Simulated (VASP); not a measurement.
Set up this calculation in VASP 6.6.1, as the native input.

* Task: relaxation of cell and atoms
* Functional: PBE
* Potentials or basis: VASP PAW PBE potentials, release 64 (Ca_sv)
* Cutoff: 600 eV
* k mesh: 12 × 12 × 12
* Occupations: fermi-dirac, width 0.05 eV
* Spin: no spin polarisation
* Dipole correction: no
* Further INCAR settings: ALGO = Normal; EDIFF = 1e-06; IBRION = 2; EDIFFG = -0.01; NSW = 80; ISIF = 3

The structure of Ca lies in POSCAR:

```
Ca
1.0
    0.0000000000      2.7942000000      2.7942000000
    2.7942000000      0.0000000000      2.7942000000
    2.7942000000      2.7942000000      0.0000000000
Ca
1
Direct
    0.0000000000      0.0000000000      0.0000000000
```

The input as run:

INCAR

```
ALGO = Normal ; EDIFF = 1E-6
EDIFFG = -0.01 ; ENCUT = 600
GGA = PE ; IBRION = 2
ISIF = 3 ; ISMEAR = -1
LASPH = True ; LCHARG = False
LREAL = False ; LWAVE = False
NELM = 100 ; NSW = 80
PREC = Accurate ; SIGMA = 0.05
```

KPOINTS

```
k-points
0
Gamma
  12 12 12
```

Potentials or basis: VASP PAW PBE potentials, release 64 (Ca_sv).

The run is started by

```sh
$ cat potpaw_PBE.64/Ca_sv/POTCAR > POTCAR
$ mpirun -np 1 vasp_std > vasp.out
```

It gave:

```
Relaxed volume                         : 42.21 Å³/atom
Relaxed cell                           : a = 3.908 Å, b = 3.908 Å, c = 3.908 Å, α = 60.00°, β = 60.00°, γ = 60.00°
Space group after relaxing (to 0.05 Å) : Fm-3m (No. 225)
Energy gained by relaxing              : 2.2 meV/atom
Ionic steps                            : 3
Pressure after relaxing                : 0.0 GPa
Band gap on the k mesh                 : zero (band 5 reaches 2.16 eV, above the bottom of band 6 at 1.80 eV)
```

It used 110 s of CPU time on 1 thread of AMD EPYC 7R13 Processor (Zen 3) (shared host).
